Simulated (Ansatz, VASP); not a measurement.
This is a calculation of TePb for VASP 6.6.1.

The input INCAR:

```
PREC = Accurate ; ENCUT = 520
EDIFF = 1E-6 ; ISMEAR = 0
SIGMA = 0.014 ; LREAL = False
LASPH = True ; NELM = 60
ALGO = Normal ; ISIF = 2
LWAVE = False ; LCHARG = False
GGA = PE ; NBANDS = 17
```

The input KPOINTS:

```
Automatic mesh
0
Gamma
  7 7 7
```

Contents of POSCAR:

```
TePb
1.0
    0.0000000000      3.2310000000      3.2310000000
    3.2310000000      0.0000000000      3.2310000000
    3.2310000000      3.2310000000      0.0000000000
Pb Te
1 1
Direct
    0.0000000000      0.0000000000      0.0000000000
    0.5000000000      0.5000000000      0.5000000000
```

Potentials or basis: VASP PAW PBE potentials, release 64 (Pb_d, Te).

Command:

```sh
$ cat potpaw_PBE.64/Pb_d/POTCAR potpaw_PBE.64/Te/POTCAR > POTCAR
$ mpirun -np 1 vasp_std > vasp.out
```

**Question.** Set up the same calculation for Ansatz 0.2.0. Potentials there: all-electron LAPW, scalar-relativistic.

**Answer.** As run (the cutoff follows the program's own potentials):

Contents of input.yaml:

```yaml
crystal:
  lattice:
    - [0.0, 3.231, 3.231]
    - [3.231, 0.0, 3.231]
    - [3.231, 3.231, 0.0]
  atoms:
    - { symbol: Pb, position: [0.0, 0.0, 0.0] }
    - { symbol: Te, position: [0.5, 0.5, 0.5] }
kpoints:
  mp_grid: { grid: [7, 7, 7] }
scf:
  occupations: { method: gaussian, width: 0.014 }
hamiltonian:
  xc: pbe
  pseudopotentials: { kind: all_electron, lapw: { basis_error: 0.001 } }
output:
  forces: true
  stress: true
  eigenvalues: true
```

Potentials or basis: all-electron LAPW, scalar-relativistic.

Launch:

```console
$ ansatz run input.yaml --threads 1 --pin off --max-ram 3072MiB --backend cpu --events-out ev --progress --plain --runs-dir out
```

Both were run:

|  | VASP | Ansatz | Ansatz less VASP |
| --- | --- | --- | --- |
| pressure (GPa) | 2.1 | 2.1 | +0.07 |

Ansatz ran all-electron here, and VASP with PAW potentials.

Neither program's run includes spin-orbit coupling.
